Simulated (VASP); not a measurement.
# AlN (P6_3mc) in VASP: single point with r2SCAN+rVV10

Aim: the single point of AlN with r2SCAN+rVV10.

All numbers are computed with VASP 6.6.1; they aren't measurements. Logs are shortened: lines on timing, memory, paths and dates and some standing lists are left out, and cuts for length are marked.

**1. The cell of the first run**

Symmetry: P6_3mc, No. 186, hexagonal system. The conventional cell has a = 3.103 Å, b = 3.103 Å, c = 4.972 Å, α = 90.00°, β = 90.00°, γ = 120.00°. Within 2.5 Å of Al (site symmetry 3m) lie 4 N at 1.89 to 1.90 Å. N (site symmetry 3m) has 4 Al at 1.89 to 1.90 Å within 2.5 Å.

**2. Single point, r2SCAN+rVV10**

Contents of POSCAR:

```
AlN
1.0
    1.5516318556     -2.6875039362      0.0000000000
    1.5516318556      2.6875039362      0.0000000000
    0.0000000000      0.0000000000      4.9721552773
Al N
2 2
Direct
    0.8333336340      0.1666663660      0.9966716166
    0.1666663660      0.8333336340      0.4966716166
    0.1666666338      0.8333333662      0.8783283834
    0.8333333662      0.1666666338      0.3783283834
```

Contents of INCAR.step1:

```
PREC = Accurate
ENCUT = 520
ISMEAR = -1
SIGMA = 0.03
LREAL = False
LASPH = True
NELM = 100
NBANDS = 16
GGA = PE
ALGO = Normal
EDIFF = 1E-4
LWAVE = True
LCHARG = False
```

Contents of INCAR.step2:

```
PREC = Accurate
ENCUT = 520
EDIFF = 1E-6
ISMEAR = -1
SIGMA = 0.03
LREAL = False
LASPH = True
NELM = 100
ALGO = Normal
ISIF = 2
LWAVE = False
LCHARG = False
METAGGA = R2SCAN
LMIXTAU = True
LUSE_VDW = True
IVDW_NL = 2
BPARAM = 11.95
CPARAM = 0.0093
NBANDS = 16
ISTART = 1
```

Contents of KPOINTS:

```
regular mesh
0
Gamma
  12 12 6
```

Potentials or basis: VASP PAW PBE potentials, release 64 (Al, N).

Run with:

```console
$ cat potpaw_PBE.64/Al/POTCAR potpaw_PBE.64/N/POTCAR > POTCAR
$ cp INCAR.step1 INCAR
$ mpirun -np 1 vasp_std > vasp.out
$ cp INCAR.step2 INCAR
$ mpirun -np 1 vasp_std > vasp.out
```

OUTCAR:

```text
PREC = Accurate
   ENCUT = 520
   EDIFF = 1E-6
   ISMEAR = -1
   LREAL = False
   LASPH = True
   NELM = 100
   ISIF = 2
   METAGGA = R2SCAN
   IVDW_NL = 2
   BPARAM = 11.95
   ISTART = 1

 ion  position               nearest neighbor table
   1  0.833  0.167  0.997-   3 1.89   3 1.89   3 1.89   4 1.90   2 3.06   2 3.06   2 3.06   2 3.06
                             2 3.06   2 3.06
   2  0.167  0.833  0.497-   4 1.89   4 1.89   4 1.89   3 1.90   1 3.06   1 3.06   1 3.06   1 3.06
                             1 3.06   1 3.06
   3  0.167  0.833  0.878-   1 1.89   1 1.89   1 1.89   2 1.90
   4  0.833  0.167  0.378-   2 1.89   2 1.89   2 1.89   1 1.90

  LATTYP: Found a hexagonal cell.
 ALAT       =     3.1032626093
 C/A-ratio  =     1.6022347778

  Lattice vectors:

 A1 = (   1.5516318556,  -2.6875039362,   0.0000000000)
 A2 = (   1.5516318556,   2.6875039362,   0.0000000000)
 A3 = (   0.0000000000,   0.0000000000,   4.9721552773)

Analysis of symmetry for initial positions (statically):
=====================================================================
 Subroutine PRICEL returns:
 Original cell was already a primitive cell.

 Routine SETGRP: Setting up the symmetry group for a
 hexagonal supercell.

 Subroutine GETGRP returns: Found 12 space group operations
 (whereof  2 operations were pure point group operations)
 out of a pool of 24 trial point group operations.

The static configuration has the point symmetry C_1h.
 The point group associated with its full space group is C_6v.

Analysis of symmetry for dynamics (positions and initial velocities):
=====================================================================
 Subroutine PRICEL returns:
 Original cell was already a primitive cell.

 Routine SETGRP: Setting up the symmetry group for a
 hexagonal supercell.

 Subroutine GETGRP returns: Found 12 space group operations
 (whereof  2 operations were pure point group operations)
 out of a pool of 24 trial point group operations.

The dynamic configuration has the point symmetry C_1h.
 The point group associated with its full space group is C_6v.

 Subroutine INISYM returns: Found 12 space group operations
 (whereof  2 operations are pure point group operations),
 and found     1 'primitive' translations

----------------------------------------------------------------------------------------

                                     Primitive cell

  volume of cell :      41.4679

  direct lattice vectors                    reciprocal lattice vectors
     1.551631856 -2.687503936  0.000000000     0.322241386 -0.186046239  0.000000000
     1.551631856  2.687503936  0.000000000     0.322241386  0.186046239  0.000000000
     0.000000000  0.000000000  4.972155277     0.000000000  0.000000000  0.201120026

  length of vectors
     3.103262609  3.103262609  4.972155277     0.372092346  0.372092346  0.201120026

  position of ions in fractional coordinates (direct lattice)
     0.833333634  0.166666366  0.996671617
     0.166666366  0.833333634  0.496671617
     0.166666634  0.833333366  0.878328383
     0.833333366  0.166666634  0.378328383

  ion indices of the primitive-cell ions
   primitive index   ion index
                 1           1
                 2           2
                 3           3
                 4           4

----------------------------------------------------------------------------------------

 KPOINTS: regular mesh

Automatic generation of k-mesh.
 Grid dimensions read from file:
 generate k-points for:   12   12    6

 Generating k-lattice:

  Cartesian coordinates                     Fractional coordinates (reciprocal lattice)
     0.026853449 -0.015503853  0.000000000     0.083333333  0.000000000  0.000000000
     0.026853449  0.015503853  0.000000000     0.000000000  0.083333333  0.000000000
     0.000000000  0.000000000  0.033520004     0.000000000  0.000000000  0.166666667

  Length of vectors
     0.031007696  0.031007696  0.033520004

  Shift w.r.t. Gamma in fractional coordinates (k-lattice)
     0.000000000  0.000000000  0.000000000

 Subroutine IBZKPT returns following result:
 ===========================================

 Found     76 irreducible k-points:

 Following reciprocal coordinates:
            Coordinates               Weight
  0.000000  0.000000  0.000000      1.000000
  0.083333  0.000000  0.000000      6.000000
  0.166667  0.000000  0.000000      6.000000
  0.250000  0.000000  0.000000      6.000000
  0.333333 -0.000000  0.000000      6.000000
  0.416667  0.000000  0.000000      6.000000
[... 16 lines left out ...]
  0.250000  0.000000  0.166667     12.000000
  0.333333 -0.000000  0.166667     12.000000
 [... further k-points ...]
   k-points           NKPTS =     76   k-points in BZ     NKDIM =     76   number of bands    NBANDS=     16
   number of dos      NEDOS =    301   number of ions     NIONS =      4
   total plane-waves  NPLWV =  23040
   dimension x,y,z NGX =    24 NGY =   24 NGZ =   40
   dimension x,y,z NGXF=    48 NGYF=   48 NGZF=   80
   ions per type =               2   2
   NGX,Y,Z   is equivalent  to a cutoff of  12.86, 12.86, 13.37 a.u.
   NGXF,Y,Z  is equivalent  to a cutoff of  25.71, 25.71, 26.75 a.u.
 SYSTEM =  unknown system
   PREC   = accura    normal or accurate (medium, high low for compatibility)
   ISTART =      1    job   : 0-new  1-cont  2-samecut
   ICHARG =      0    charge: 1-file 2-atom 10-const
   ISPIN  =      1    spin polarized calculation?
   LNONCOLLINEAR =      F non collinear calculations
   LSORBIT =      F    spin-orbit coupling
   LASPH  =      T    aspherical Exc in radial PAW
   ENCUT  =  520.0 eV  38.22 Ry    6.18 a.u.   5.77  5.77  9.24*2*pi/ulx,y,z
   NELM   =    100;   NELMIN=  2; NELMDL=  0     # of ELM steps
   EDIFF  = 0.1E-05   stopping-criterion for ELM
   LREAL  =      F    real-space projection
   EDIFFG = 0.1E-04   stopping-criterion for IOM
   NSW    =      0    number of steps for IOM
   IBRION =     -1    ionic relax: 0-MD 1-quasi-New 2-CG
   NFREE  =      0    steps in history (QN), initial steepest desc. (CG)
   ISIF   =      2    stress and relaxation
   ISYM   =      2    0-nonsym 1-usesym 2-fastsym
   POTIM  = 0.5000    time-step for ionic-motion
   TEBEG  =    0.0;   TEEND  =   0.0 temperature during run
   PSTRESS=    0.0 pullay stress
   NELECT =      16.0000    total number of electrons
   NUPDOWN=      -1.0000    fix difference up-down
   EMIN   =  10.00;   EMAX   =-10.00  energy-range for DOS
   EFERMI =   0.00;   METHOD = LEGACY
   ISMEAR =    -1;   SIGMA  =   0.03  broadening in eV -4-tet -1-fermi 0-gaus
   EFERMI_NEDOS =   21; number of points for ismear=-14 and -15
   IALGO  =     38    algorithm
   IMIX   =      4    mixing-type and parameters
     AMIX     =   0.40;   BMIX     =  1.00
     AMIX_MAG =   1.60;   BMIX_MAG =  1.00
  volume/ion in A,a.u.               =      10.37        69.96
  Fermi-wavevector in a.u.,A,eV,Ry     =   1.191820  2.252213 19.326190  1.420435
  Thomas-Fermi vector in A             =   2.327873
   LORBIT       =      0    0 simple, 1 ext, 2 COOP (PROOUT), +10 PAW based schemes
   METAGGA = R2SCAN    functional components
   LHFCALC =     F    Hartree Fock is set to
   AEXX    =    0.0000 exact exchange contribution
   IVDW_NL    =     2    kernel type
   BPARAM     =11.9500
   IVDW    =     0    specifies the selected vdW correction
   LEPSILON=     F    determine dielectric tensor
   LRPA    =     F    only Hartree local field effects (RPA)
 non-spin polarized calculation
  energy-cutoff  :      520.00
  volume of cell :       41.47
 maximum number of plane-waves:      1132
 NGX is ok and might be reduce to    24
   NGX = 11   NGY = 11   NGZ = 19

 number of electron      15.9999997 magnetization

 Free energy of the ion-electron system (eV)
  ---------------------------------------------------
  ext. energy  EPLUGINS =         0.00000000
  ---------------------------------------------------
  free energy    TOTEN  =       -38.08369966 eV

  energy without entropy =      -38.08369966  energy(sigma->0) =      -38.08369966

 E-fermi :   6.5183     XC(G=0): -11.4706

 val. band max:        5.9455258274   @ k =   0.0000   0.0000   0.0000
 cond. band min:      10.8541880011   @ k =   0.0000   0.0000   0.0000
 fundamental gap:      4.9086621738
 Fermi energy:         6.5183315395

 k-point     1 :       0.0000    0.0000    0.0000
  band No.  band energies     occupation
      1     -10.0653      2.00000
      2      -7.9254      2.00000
      3      -0.1592      2.00000
      4       5.0562      2.00000
      5       5.0562      2.00000
      6       5.7190      2.00000
[... 8 lines left out ...]
     15      20.0799      0.00000
     16      20.0799      0.00000

 k-point     2 :       0.0833    0.0000    0.0000
  band No.  band energies     occupation
      1      -9.9755      2.00000
      2      -7.8750      2.00000
      3      -0.0509      2.00000
      4       4.6438      2.00000
      5       4.9361      2.00000
      6       5.3129      2.00000
[... 8 lines left out ...]
     15      20.1383      0.00000
     16      20.1430      0.00000

 k-point     3 :       0.1667    0.0000    0.0000
  band No.  band energies     occupation
      1      -9.7143      2.00000
      2      -7.7376      2.00000
      3       0.2681      2.00000
      4       3.6290      2.00000
      5       4.4305      2.00000
      6       4.6543      2.00000
[... 8 lines left out ...]
     15      19.3367      0.00000
     16      19.5953      0.00000
[... 362 lines left out ...]
 k-point    23 :       0.2500    0.0000    0.1667
  band No.  band energies     occupation
      1      -9.2145      2.00000
      2      -7.7066      2.00000
      3       0.9226      2.00000
      4       2.6003      2.00000
      5       3.2636      2.00000
      6       4.3987      2.00000
[... 8 lines left out ...]
     15      19.3763      0.00000
     16      20.2997      0.00000

 k-point    24 :       0.3333   -0.0000    0.1667
  band No.  band energies     occupation
      1      -8.7335      2.00000
      2      -7.5163      2.00000
      3       0.9521      2.00000
      4       1.9358      2.00000
      5       2.5505      2.00000
      6       4.1237      2.00000
[... 8 lines left out ...]
     15      19.4627      0.00000
     16      21.3587      0.00000

 [... further k-points ...]

------------------------ aborting loop because EDIFF is reached ----------------------------------------

  FORCE on cell =-STRESS in cart. coord.  units (eV):
  Direction    XX          YY          ZZ          XY          YZ          ZX
  --------------------------------------------------------------------------------------
  -------------------------------------------------------------------------------------
  Total       -0.0879893     -0.0879892     -0.0832247      0.0000000      0.0000000      0.0000000
  in kB       -3.3996001     -3.3995969     -3.2155133      0.0000000      0.0000000      0.0000000
  external PRESSURE =      -3.3382368 kB  Pullay stress =       0.0000000 kB

 VOLUME and BASIS-vectors are now :
 -----------------------------------------------------------------------------
  energy-cutoff  :      520.00
  volume of cell :       41.47
      direct lattice vectors                 reciprocal lattice vectors
     1.551631856 -2.687503936  0.000000000     0.322241386 -0.186046239  0.000000000
     1.551631856  2.687503936  0.000000000     0.322241386  0.186046239  0.000000000
     0.000000000  0.000000000  4.972155277     0.000000000  0.000000000  0.201120026

 POSITION                                       TOTAL-FORCE (eV/Angst)
 -----------------------------------------------------------------------------------
      1.55163     -1.79167      4.95561        -0.000000     -0.000000     -0.001733
      1.55163      1.79167      2.46953        -0.000000      0.000000     -0.001733
      1.55163      1.79167      4.36719         0.000000     -0.000000      0.001733
      1.55163     -1.79167      1.88111        -0.000000      0.000000      0.001733
 -----------------------------------------------------------------------------------
    total drift:                               -0.000000     -0.002121     -0.017379

  FREE ENERGIE OF THE ION-ELECTRON SYSTEM (eV)
  ---------------------------------------------------
  free  energy   TOTEN  =       -38.0836996580 eV

  energy  without entropy=      -38.0836996580  energy(sigma->0) =      -38.08369966
```

Wall time 3.8 min (1 thread of Intel Xeon 8259CL, shared host); peak memory 0.29 GiB.

Results:

| Item | Value |
| --- | --- |
| Free energy | -38.0837 eV |
| Pressure | -0.3 GPa |
| Band gap on the k mesh | 4.91 eV |

Caveat: the PAW data sets were made with another functional, which shifts forces and pressure a little. A k mesh can miss the band edges.
